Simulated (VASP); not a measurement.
**Rh: single point with PBE**

Rh:

```
CELL_PARAMETERS angstrom
1.50865 -4.78574 0.00000
1.50865 4.78574 0.00000
0.00000 0.00000 3.99268
ATOMIC_POSITIONS crystal
Rh 0.09800 0.90200 0.91000
Rh 0.59800 0.40200 0.59000
Rh 0.90200 0.09800 0.09000
Rh 0.40200 0.59800 0.41000
```

| Property | Result |
| --- | --- |
| Program | VASP 6.6.1 |
| Task | single point |
| Functional | PBE |
| Potentials or basis | VASP PAW PBE potentials, release 64 (Rh_pv) |
| Cutoff | 520 eV |
| k mesh | 6 × 6 × 4 |
| Occupations | gaussian, width 0.1 eV |
| Spin | no spin polarisation |

| Quantity | Value |
| --- | --- |
| Pressure | 160.4 GPa |
| Largest force | 19.175 eV/Å |
| Band gap on the k mesh | zero (bands 30 and 31 overlap by 0.28 eV) |

Forces in eV/Å, atoms in the order of the input:
```
Rh    0.000 -13.000  14.095
Rh    0.000 -13.000 -14.095
Rh    0.000  13.000 -14.095
Rh    0.000  13.000  14.095
```

Stress tensor (GPa, compression positive):
```
204.41   0.00   0.00
  0.00 120.82   0.00
  0.00   0.00 155.85
```

Levels at points of the mesh, in eV from the Fermi level:
```tsv
k point	band 26	band 27	band 28	band 29	band 30	band 31	band 32	band 33	band 34	band 35
(0.00, 0.00, 0.00)	-2.95	-1.62	-1.20	-0.41	0.19	0.26	1.46	1.93	2.35	3.49
(0.50, 0.00, 0.00)	-3.27	-2.13	-2.13	-0.41	-0.41	0.28	0.28	0.55	0.55	4.51
(0.50, 0.50, 0.00)	-3.47	-3.24	-0.54	-0.15	0.11	0.60	1.71	1.77	2.34	6.89
(0.00, 0.00, 0.50)	-3.60	-0.90	-0.90	-0.88	-0.88	0.62	0.62	0.71	0.71	4.33
(0.50, 0.00, 0.50)	-3.45	-2.15	-2.15	0.15	0.15	0.31	0.31	1.68	1.68	4.59
(0.50, 0.50, 0.50)	-2.40	-1.04	-1.04	-0.51	-0.51	0.49	0.49	0.69	0.69	1.25
```

Run time: 93 s on 1 thread of Intel(R) Xeon(R) Platinum 8259CL CPU @ 2.50GHz (Skylake/Cascade Lake), on a shared host, peak memory 0.24 GiB.

Caveat: the k points lie up to 0.39 Å⁻¹ apart; atoms lie so close that the PAW spheres overlap strongly, which falsifies energies and pressures; forces of over 1 eV/Å act on the atoms, so gaps and moduli don't describe the material at rest.
